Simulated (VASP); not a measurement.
# BeS (F-43m) in VASP: a series of runs

BeS is run at these levels: PBE; tasks: relaxation of the atoms.

Program: VASP 6.6.1. These are calculated values, not measurements. Logs are shortened: lines on timing, memory, paths and dates and some standing lists are left out, and cuts for length are marked.

## (1) The cell of the first run

The structure is cubic, space group F-43m (No. 216). The conventional cell has a = 4.870 Å, b = 4.870 Å, c = 4.870 Å, α = 90.00°, β = 90.00°, γ = 90.00°. Be (site symmetry -43m) has 4 S at 2.11 Å within 2.8 Å. Within 2.8 Å of S (site symmetry -43m) lie 4 Be at 2.11 Å.

## (2) Relaxation of the atoms, PBE

File INCAR:

```
  ALGO = Normal
  EDIFF = 1E-7
  EDIFFG = -0.06
  ENCUT = 520
  GGA = PE
  IBRION = 2
  ISIF = 2
  ISMEAR = 0
  LASPH = T
  LCHARG = F
  LREAL = F
  LWAVE = F
  NELM = 60
  NSW = 25
  PREC = Accurate
  SIGMA = 0.1
```

File KPOINTS:

```
Automatic mesh
0
Gamma
  1 1 1
  0.05 0.8 0.8
```

File POSCAR:

```
BeS
1.0
    0.0000000000      2.4351516489      2.4351516489
    2.4351516489      0.0000000000      2.4351516489
    2.4351516489      2.4351516489      0.0000000000
Be S
1 1
Direct
    0.0000000000      0.0000000000      0.0000000000
    0.7500000000      0.7500000000      0.7500000000
```

Potentials or basis: VASP PAW PBE potentials, release 64 (Be, S).

The run is started by

```
$ cat potpaw_PBE.64/Be/POTCAR potpaw_PBE.64/S/POTCAR > POTCAR
$ mpirun -np 1 vasp_std > vasp.out
```

OUTCAR:

```text
EDIFF = 1E-7
   EDIFFG = -0.06
   ENCUT = 520
   GGA = PE
   IBRION = 2
   ISIF = 2
   ISMEAR = 0
   LASPH = T
   LREAL = F
   NELM = 60
   NSW = 25
   PREC = Accurate

 ion  position               nearest neighbor table
   1  0.000  0.000  0.000-   2 2.11   2 2.11   2 2.11   2 2.11
   2  0.750  0.750  0.750-   1 2.11   1 2.11   1 2.11   1 2.11

  LATTYP: Found a face centered cubic cell.
 ALAT       =     4.8703032978

  Lattice vectors:

 A1 = (   0.0000000000,   2.4351516489,   2.4351516489)
 A2 = (   2.4351516489,   0.0000000000,   2.4351516489)
 A3 = (   2.4351516489,   2.4351516489,   0.0000000000)

Analysis of symmetry for initial positions (statically):
=====================================================================
 Subroutine PRICEL returns:
 Original cell was already a primitive cell.

 Routine SETGRP: Setting up the symmetry group for a
 face centered cubic supercell.

 Subroutine GETGRP returns: Found 24 space group operations
 (whereof 24 operations were pure point group operations)
 out of a pool of 48 trial point group operations.

The static configuration has the point symmetry T_d .

Analysis of symmetry for dynamics (positions and initial velocities):
=====================================================================
 Subroutine PRICEL returns:
 Original cell was already a primitive cell.

 Routine SETGRP: Setting up the symmetry group for a
 face centered cubic supercell.

 Subroutine GETGRP returns: Found 24 space group operations
 (whereof 24 operations were pure point group operations)
 out of a pool of 48 trial point group operations.

The dynamic configuration has the point symmetry T_d .

 Subroutine INISYM returns: Found 24 space group operations
 (whereof 24 operations are pure point group operations),
 and found     1 'primitive' translations

----------------------------------------------------------------------------------------

                                     Primitive cell

  volume of cell :      28.8807

  direct lattice vectors                    reciprocal lattice vectors
     0.000000000  2.435151649  2.435151649    -0.205326022  0.205326022  0.205326022
     2.435151649  0.000000000  2.435151649     0.205326022 -0.205326022  0.205326022
     2.435151649  2.435151649  0.000000000     0.205326022  0.205326022 -0.205326022

  length of vectors
     3.443824488  3.443824488  3.443824488     0.355635101  0.355635101  0.355635101

  position of ions in fractional coordinates (direct lattice)
     0.000000000  0.000000000  0.000000000
     0.750000000  0.750000000  0.750000000

  ion indices of the primitive-cell ions
   primitive index   ion index
                 1           1
                 2           2

----------------------------------------------------------------------------------------

 KPOINTS: Automatic mesh

Automatic generation of k-mesh.
 Grid dimensions read from file:
 generate k-points for:    1    1    1

 Generating k-lattice:

  Cartesian coordinates                     Fractional coordinates (reciprocal lattice)
    -0.205326022  0.205326022  0.205326022     1.000000000  0.000000000  0.000000000
     0.205326022 -0.205326022  0.205326022     0.000000000  1.000000000  0.000000000
     0.205326022  0.205326022 -0.205326022     0.000000000  0.000000000  1.000000000

  Length of vectors
     0.355635101  0.355635101  0.355635101

  Shift w.r.t. Gamma in fractional coordinates (k-lattice)
     0.050000000  0.800000000  0.800000000

 Subroutine IBZKPT returns following result:
 ===========================================

 Found      1 irreducible k-points:

 Following reciprocal coordinates:
            Coordinates               Weight
  0.050000 -0.200000 -0.200000     24.000000
   k-points           NKPTS =      1   k-points in BZ     NKDIM =      1   number of bands    NBANDS=      8
   number of dos      NEDOS =    301   number of ions     NIONS =      2
   total plane-waves  NPLWV =  21952
   dimension x,y,z NGX =    28 NGY =   28 NGZ =   28
   dimension x,y,z NGXF=    56 NGYF=   56 NGZF=   56
   ions per type =               1   1
   NGX,Y,Z   is equivalent  to a cutoff of  13.52, 13.52, 13.52 a.u.
   NGXF,Y,Z  is equivalent  to a cutoff of  27.03, 27.03, 27.03 a.u.
 SYSTEM =  unknown system
   PREC   = accura    normal or accurate (medium, high low for compatibility)
   ISTART =      0    job   : 0-new  1-cont  2-samecut
   ICHARG =      2    charge: 1-file 2-atom 10-const
   ISPIN  =      1    spin polarized calculation?
   LNONCOLLINEAR =      F non collinear calculations
   LSORBIT =      F    spin-orbit coupling
   LASPH  =      T    aspherical Exc in radial PAW
   ENCUT  =  520.0 eV  38.22 Ry    6.18 a.u.   6.40  6.40  6.40*2*pi/ulx,y,z
   NELM   =     60;   NELMIN=  2; NELMDL= -5     # of ELM steps
   EDIFF  = 0.1E-06   stopping-criterion for ELM
   LREAL  =      F    real-space projection
   EDIFFG = -.6E-01   stopping-criterion for IOM
   NSW    =     25    number of steps for IOM
   IBRION =      2    ionic relax: 0-MD 1-quasi-New 2-CG
   NFREE  =      1    steps in history (QN), initial steepest desc. (CG)
   ISIF   =      2    stress and relaxation
   ISYM   =      2    0-nonsym 1-usesym 2-fastsym
   POTIM  = 0.5000    time-step for ionic-motion
   TEBEG  =    0.0;   TEEND  =   0.0 temperature during run
   PSTRESS=    0.0 pullay stress
   NELECT =       8.0000    total number of electrons
   NUPDOWN=      -1.0000    fix difference up-down
   EMIN   =  10.00;   EMAX   =-10.00  energy-range for DOS
   EFERMI =   0.00;   METHOD = LEGACY
   ISMEAR =     0;   SIGMA  =   0.10  broadening in eV -4-tet -1-fermi 0-gaus
   EFERMI_NEDOS =   21; number of points for ismear=-14 and -15
   IALGO  =     38    algorithm
   IMIX   =      4    mixing-type and parameters
     AMIX     =   0.40;   BMIX     =  1.00
     AMIX_MAG =   1.60;   BMIX_MAG =  1.00
  volume/ion in A,a.u.               =      14.44        97.45
  Fermi-wavevector in a.u.,A,eV,Ry     =   1.067175  2.016668 15.495153  1.138862
  Thomas-Fermi vector in A             =   2.202783
   LORBIT       =      0    0 simple, 1 ext, 2 COOP (PROOUT), +10 PAW based schemes
   GGA     = PE    functional components
   LHFCALC =     F    Hartree Fock is set to
   AEXX    =    0.0000 exact exchange contribution
   IVDW    =     0    specifies the selected vdW correction
   LEPSILON=     F    determine dielectric tensor
   LRPA    =     F    only Hartree local field effects (RPA)
 conjugate gradient relaxation of ions
 non-spin polarized calculation
 Gauss-broadening in eV      SIGMA  =   0.10
  energy-cutoff  :      520.00
  volume of cell :       28.88
 maximum number of plane-waves:       787
 NGX is ok and might be reduce to    28
   NGX = 13   NGY = 13   NGZ = 13

 number of electron       7.9999999 magnetization

 Free energy of the ion-electron system (eV)
  ---------------------------------------------------
  ext. energy  EPLUGINS =         0.00000000
  ---------------------------------------------------
  free energy    TOTEN  =        -5.24094596 eV

  energy without entropy =       -5.24094596  energy(sigma->0) =       -5.24094596

 E-fermi :   3.5375     XC(G=0):  -9.5328

 val. band max:        3.0557105408   @ k =   0.0500  -0.2000  -0.2000
 cond. band min:       8.8967472660   @ k =   0.0500  -0.2000  -0.2000
 fundamental gap:      5.8410367252
 Fermi energy:         3.5374553072

 k-point     1 :       0.0500   -0.2000   -0.2000
  band No.  band energies     occupation
      1      -8.4125      2.00000
      2       1.9119      2.00000
      3       3.0214      2.00000
      4       3.0557      2.00000
      5       8.8967      0.00000
      6      11.2103      0.00000
      7      12.3518      0.00000
      8      12.4263      0.00000

------------------------ aborting loop because EDIFF is reached ----------------------------------------

  FORCE on cell =-STRESS in cart. coord.  units (eV):
  Direction    XX          YY          ZZ          XY          YZ          ZX
  --------------------------------------------------------------------------------------
  -------------------------------------------------------------------------------------
  Total        5.1288769      5.1288769      5.1288769     -0.0000000      0.0000000      0.0000000
  in kB      284.5278805    284.5278805    284.5278805     -0.0000000      0.0000000      0.0000000
  external PRESSURE =     284.5278805 kB  Pullay stress =       0.0000000 kB

 VOLUME and BASIS-vectors are now :
 -----------------------------------------------------------------------------
  energy-cutoff  :      520.00
  volume of cell :       28.88
      direct lattice vectors                 reciprocal lattice vectors
     0.000000000  2.435151649  2.435151649    -0.205326022  0.205326022  0.205326022
     2.435151649  0.000000000  2.435151649     0.205326022 -0.205326022  0.205326022
     2.435151649  2.435151649  0.000000000     0.205326022  0.205326022 -0.205326022

 POSITION                                       TOTAL-FORCE (eV/Angst)
 -----------------------------------------------------------------------------------
      0.00000      0.00000      0.00000         0.000000     -0.000000     -0.000000
      3.65273      3.65273      3.65273        -0.000000      0.000000      0.000000
 -----------------------------------------------------------------------------------
    total drift:                                0.000000      0.000000     -0.000000

  FREE ENERGIE OF THE ION-ELECTRON SYSTEM (eV)
  ---------------------------------------------------
  free  energy   TOTEN  =        -5.2409459583 eV

  energy  without entropy=       -5.2409459583  energy(sigma->0) =       -5.24094596

 reached required accuracy - stopping structural energy minimisation
```

Wall time 4.9 s (1 thread of Intel Xeon 6975P-C, shared host); peak memory 0.14 GiB.

Results:

| Item | Value |
| --- | --- |
| Free energy | -5.2409 eV |
| Pressure after relaxing | 28.5 GPa |
| Band gap on the k mesh | 5.84 eV |

Final structure:
```yaml
crystal:
  lattice:
    - [0.00000, 2.43515, 2.43515]
    - [2.43515, 0.00000, 2.43515]
    - [2.43515, 2.43515, 0.00000]
  atoms:
    - { symbol: Be, position: [0.00000, 0.00000, 0.00000] }
    - { symbol: S, position: [0.75000, 0.75000, 0.75000] }
```

Caveat: the k points lie up to 2.23 Å⁻¹ apart; the relaxation stopped at its first step, so nothing moved. As with any semilocal functional, this PBE gap is likely too small.

## (3) Relaxation of the atoms, PBE, collinear spin, ferromagnetic start

File INCAR:

```
SYSTEM = BeS
ALGO = Normal ; EDIFF = 1E-7
EDIFFG = -0.06 ; ENCUT = 520
GGA = PE ; IBRION = 2
ISIF = 2 ; ISMEAR = -1
ISPIN = 2 ; LASPH = .TRUE.
LCHARG = .FALSE. ; LORBIT = 11
LREAL = .FALSE. ; LWAVE = .FALSE.
MAGMOM = 0 -4 ; NELM = 150
NSW = 25 ; PREC = Accurate
SIGMA = 0.2585199978643553
```

KPOINTS is that of step 2.

POSCAR is that of step 2.

Potentials or basis: VASP PAW PBE potentials, release 64 (Be, S).

The run is started by

```
$ cat potpaw_PBE.64/Be/POTCAR potpaw_PBE.64/S/POTCAR > POTCAR
$ mpirun -np 1 vasp_std > vasp.out
```

OUTCAR:

```text
SYSTEM = BeS
   EDIFF = 1E-7
   EDIFFG = -0.06
   ENCUT = 520
   GGA = PE
   IBRION = 2
   ISIF = 2
   ISMEAR = -1
   ISPIN = 2
   LASPH = .TRUE.
   LORBIT = 11
   LREAL = .FALSE.
   NELM = 150
   NSW = 25
   PREC = Accurate

 ion  position               nearest neighbor table
   1  0.000  0.000  0.000-   2 2.11   2 2.11   2 2.11   2 2.11
   2  0.750  0.750  0.750-   1 2.11   1 2.11   1 2.11   1 2.11

  LATTYP: Found a face centered cubic cell.
 ALAT       =     4.8703032978

  Lattice vectors:

 A1 = (   0.0000000000,   2.4351516489,   2.4351516489)
 A2 = (   2.4351516489,   0.0000000000,   2.4351516489)
 A3 = (   2.4351516489,   2.4351516489,   0.0000000000)

Analysis of symmetry for initial positions (statically):
=====================================================================
 Subroutine PRICEL returns:
 Original cell was already a primitive cell.

 Routine SETGRP: Setting up the symmetry group for a
 face centered cubic supercell.

[... 191 lines left out ...]
      6      11.2103      0.00000
      7      12.3518      0.00000
      8      12.4263      0.00000
      9      15.1709      0.00000
     10      18.0819      0.00000

------------------------ aborting loop because EDIFF is reached ----------------------------------------

  FORCE on cell =-STRESS in cart. coord.  units (eV):
  Direction    XX          YY          ZZ          XY          YZ          ZX
  --------------------------------------------------------------------------------------
  -------------------------------------------------------------------------------------
  Total        5.1291121      5.1291121      5.1291121      0.0000000      0.0000000      0.0000000
  in kB      284.5409245    284.5409245    284.5409245      0.0000000      0.0000000      0.0000000
  external PRESSURE =     284.5409245 kB  Pullay stress =       0.0000000 kB

 VOLUME and BASIS-vectors are now :
 -----------------------------------------------------------------------------
  energy-cutoff  :      520.00
  volume of cell :       28.88
      direct lattice vectors                 reciprocal lattice vectors
     0.000000000  2.435151649  2.435151649    -0.205326022  0.205326022  0.205326022
     2.435151649  0.000000000  2.435151649     0.205326022 -0.205326022  0.205326022
     2.435151649  2.435151649  0.000000000     0.205326022  0.205326022 -0.205326022

 POSITION                                       TOTAL-FORCE (eV/Angst)
 -----------------------------------------------------------------------------------
      0.00000      0.00000      0.00000         0.000000      0.000000      0.000000
      3.65273      3.65273      3.65273        -0.000000     -0.000000     -0.000000
 -----------------------------------------------------------------------------------
    total drift:                                0.000000      0.000000     -0.000000

  FREE ENERGIE OF THE ION-ELECTRON SYSTEM (eV)
  ---------------------------------------------------
  free  energy   TOTEN  =        -5.2409635844 eV

  energy  without entropy=       -5.2407459803  energy(sigma->0) =       -5.24085478

 reached required accuracy - stopping structural energy minimisation

 total charge

# of ion       s       p       d       tot
------------------------------------------
    1        0.332   0.638   0.000   0.970
    2        1.256   2.690   0.000   3.947
--------------------------------------------------
tot          1.588   3.328   0.000   4.916

 magnetization (x)

# of ion       s       p       d       tot
------------------------------------------
    1        0.000   0.000   0.000   0.000
    2       -0.000  -0.000   0.000  -0.000
--------------------------------------------------
tot          0.000  -0.000   0.000  -0.000
```

CONTCAR:

```text
BeS
   1.00000000000000
     0.0000000000000000    2.4351516488999998    2.4351516488999998
     2.4351516488999998    0.0000000000000000    2.4351516488999998
     2.4351516488999998    2.4351516488999998    0.0000000000000000
  Be              S
     1     1
Direct
     0.0000000000000000    0.0000000000000000    0.0000000000000000
     0.7500000000000000    0.7500000000000000    0.7500000000000000

  0.00000000E+00  0.00000000E+00  0.00000000E+00
  0.00000000E+00  0.00000000E+00  0.00000000E+00
```

It took 11 s on 1 thread of Intel Xeon 6975P-C, shared host; peak memory 0.16 GiB.

Results:

- Free energy: -5.2410 eV
- Pressure after relaxing: 28.5 GPa
- Band gap on the k mesh: 5.84 eV
- Net moment: 0.00 μB per cell
- Valence electrons inside the program's atomic spheres: Be 0.97; S 3.95

Final structure:
```yaml
crystal:
  lattice:
    - [0.00000, 2.43515, 2.43515]
    - [2.43515, 0.00000, 2.43515]
    - [2.43515, 2.43515, 0.00000]
  atoms:
    - { symbol: Be, position: [0.00000, 0.00000, 0.00000] }
    - { symbol: S, position: [0.75000, 0.75000, 0.75000] }
```

Levels at points of the mesh, in eV from the valence-band top:
Spin up:
```tsv
k point	band 1	band 2	band 3	band 4	band 5	band 6	band 7	band 8	band 9
(0.05, -0.20, -0.20)	-11.47	-1.14	-0.03	0.00	5.84	8.15	9.30	9.37	12.12
```
Spin down:
| k point | band 2 | band 3 | band 4 | band 5 | band 6 | band 7 |
| --- | --- | --- | --- | --- | --- | --- |
| (0.05, -0.20, -0.20) | -1.14 | -0.03 | 0.00 | 5.84 | 8.15 | 9.30 |

Caveat: the k points lie up to 2.23 Å⁻¹ apart; the relaxation stopped at its first step, so nothing moved.
